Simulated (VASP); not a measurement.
A run of VASP 6.6.1 is set up as follows.

File INCAR:

```
ALGO = Normal
EDIFF = 1E-6
EDIFFG = -0.002
ENCUT = 600
GGA = PS
IBRION = 2
ISIF = 3
ISMEAR = 0
LASPH = True
LCHARG = False
LREAL = False
LWAVE = False
NELM = 80
NSW = 100
PREC = Accurate
PSTRESS = 20.0
SIGMA = 0.01
```

File KPOINTS:

```
k-points
0
Gamma
  6 6 4
```

POSCAR

```
ZnS
1.0
    3.7815781040      0.0000000000      0.0000000000
   -1.8907890520      3.2749427044      0.0000000000
    0.0000000000      0.0000000000      6.2089610126
Zn S
2 2
Direct
    0.3333333333      0.6666666667      0.0054423634
    0.6666666667      0.3333333333      0.5054423634
    0.3333333333      0.6666666667      0.3795576366
    0.6666666667      0.3333333333      0.8795576366
```

Potentials or basis: VASP PAW PBE potentials, release 64 (Zn, S).

Command:

```bash
$ cat potpaw_PBE.64/Zn/POTCAR potpaw_PBE.64/S/POTCAR > POTCAR
$ mpirun -np 1 vasp_std > vasp.out
```

Problem. Predict the relaxed volume.

Solution. 18.82 Å³/atom.

Problem. Predict the relaxed cell.

Solution. a = 3.755 Å, b = 3.755 Å, c = 6.165 Å, α = 90.00°, β = 90.00°, γ = 120.00°.

Problem. Estimate the space group after relaxing (to 0.05 Å).

Solution. P6_3mc (No. 186).

Final structure:
```xyz
4
Lattice="3.7546 0.0000 0.0000 -1.8773 3.2516 0.0000 0.0000 0.0000 6.1652" Properties=species:S:1:pos:R:3 pbc="T T T"
Zn    0.0000    2.1677    0.0343
Zn    1.8773    1.0839    3.1169
S     0.0000    2.1677    2.3393
S     1.8773    1.0839    5.4219
```

Caveat: the cell is relaxed towards a set pressure, so the enthalpy falls and the energy may rise; the PAW data sets were made with another functional, which shifts forces and pressure a little.
